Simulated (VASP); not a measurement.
Write the native input for VASP 6.6.1 that does the following.

```
Task                   : relaxation of the atoms
Functional             : PBE
Potentials or basis    : VASP PAW PBE potentials, release 64 (Mg, Cd, Te)
Cutoff                 : 520 eV
k mesh                 : 4 × 4 × 4
Occupations            : gaussian, width 0.02 eV
Spin                   : no spin polarisation
Dipole correction      : no
Further INCAR settings : ALGO = Normal; EDIFF = 1e-07; IBRION = 2; EDIFFG = -0.01; NSW = 50
```

The structure of Mg3CdTe4 lies in POSCAR:

```
Mg3CdTe4
1.0
    6.4699541223      0.0000000000      0.0000000000
    0.0000000000      6.4699541223      0.0000000000
    0.0000000000      0.0000000000      6.4699541223
Mg Cd Te
3 1 4
Direct
    0.0000000000      0.0000000000      0.5000000000
    0.0000000000      0.5000000000      0.0000000000
    0.5000000000      0.0000000000      0.0000000000
    0.5000000000      0.5000000000      0.5000000000
    0.7531251698      0.7531251698      0.7531251698
    0.7531251698      0.2468748302      0.2468748302
    0.2468748302      0.7531251698      0.2468748302
    0.2468748302      0.2468748302      0.7531251698
```

These files were run (other wordings do the same):

INCAR

```
PREC = Accurate ; ENCUT = 520
EDIFF = 1E-7 ; ISMEAR = 0
SIGMA = 0.02 ; LREAL = F
LASPH = T ; NELM = 60
ALGO = Normal ; ISIF = 2
LWAVE = F ; LCHARG = F
GGA = PE ; IBRION = 2
NSW = 50 ; EDIFFG = -0.01
```

KPOINTS

```
regular mesh
0
Gamma
  4 4 4
```

Potentials or basis: VASP PAW PBE potentials, release 64 (Mg, Cd, Te).

Command:

```sh
$ cat potpaw_PBE.64/Mg/POTCAR potpaw_PBE.64/Cd/POTCAR potpaw_PBE.64/Te/POTCAR > POTCAR
$ mpirun -np 1 vasp_std > vasp.out
```

It gave:

The energy gained by relaxing is 0.0 meV/atom. The ionic steps are 3. The pressure after relaxing is 1.1 GPa and the band gap on the k mesh is 1.87 eV.

Caveat: spin-orbit coupling is left out, which moves the levels of the heavy elements.

It took 3.3 min on 1 thread of AMD EPYC 7R13 (shared host), peak memory 0.38 GiB.
